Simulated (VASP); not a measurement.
## GaN: relaxation of cell and atoms with PBE

GaN:

```xyz
2
Lattice="0.0000 2.2535 2.2535 2.2535 0.0000 2.2535 2.2535 2.2535 0.0000" Properties=species:S:1:pos:R:3 pbc="T T T"
Ga    0.0000    0.0000    0.0000
N     1.1268    1.1268    1.1268
```

* Program: VASP 6.6.1
* Task: relaxation of cell and atoms
* Functional: PBE
* Potentials or basis: VASP PAW PBE potentials, release 64 (Ga_d, N)
* Cutoff: 600 eV
* k mesh: 8 × 8 × 8
* Occupations: gaussian, width 0.01 eV
* Spin: no spin polarisation
* Target pressure: 2 GPa
* Dipole correction: no
* Further INCAR settings: ALGO = Normal; EDIFF = 1e-07; IBRION = 2; EDIFFG = -0.005; NSW = 80; ISIF = 3

```
Relaxed volume                                             : 11.63 Å³/atom
Relaxed cell                                               : a = 3.204 Å, b = 3.204 Å, c = 3.204 Å, α = 60.00°, β = 60.00°, γ = 60.00°
Space group after relaxing (to 0.1 Å)                      : F-43m (No. 216)
Energy change on relaxing (the run minimises the enthalpy) : -3.9 meV/atom
Ionic steps                                                : 3
Pressure after relaxing                                    : 2.0 GPa
Band gap on the k mesh                                     : 1.62 eV
```

The path:
| step | energy change (eV) | largest force (eV/Å) | pressure (GPa) | volume (Å³) |
| --- | --- | --- | --- | --- |
| 1 | 0.0000 | 0.0000 | 4.91 | 22.89 |
| 2 | -0.0093 | 0.0000 | -0.45 | 23.58 |
| 3 | -0.0078 | 0.0000 | 1.98 | 23.25 |

Final structure:
```xyz
2
Lattice="0.0000 2.2653 2.2653 2.2653 0.0000 2.2653 2.2653 2.2653 0.0000" Properties=species:S:1:pos:R:3 pbc="T T T"
Ga    0.0000    0.0000    0.0000
N     1.1327    1.1327    1.1327
```

Levels at points of the mesh, in eV from the valence-band top:
```
           k point  band 5  band 6  band 7  band 8  band 9  band 10  band 11  band 12  band 13
(0.00, 0.00, 0.00)  -13.13  -13.13    0.00    0.00    0.00     1.62    10.20    10.20    10.20
(0.50, 0.00, 0.00)  -13.08  -11.88   -6.93   -0.95   -0.95     4.53     8.65    10.28    10.28
(0.50, 0.50, 0.00)  -13.05  -11.45   -6.06   -2.65   -2.65     3.35     6.57    11.60    13.80
```

Wall time 19 s on 1 thread of Intel(R) Xeon(R) 6975P-C (Granite Rapids) (shared host), peak memory 0.16 GiB.

Caveat: the cell is relaxed towards a set pressure, so the run minimises the enthalpy, not the energy.
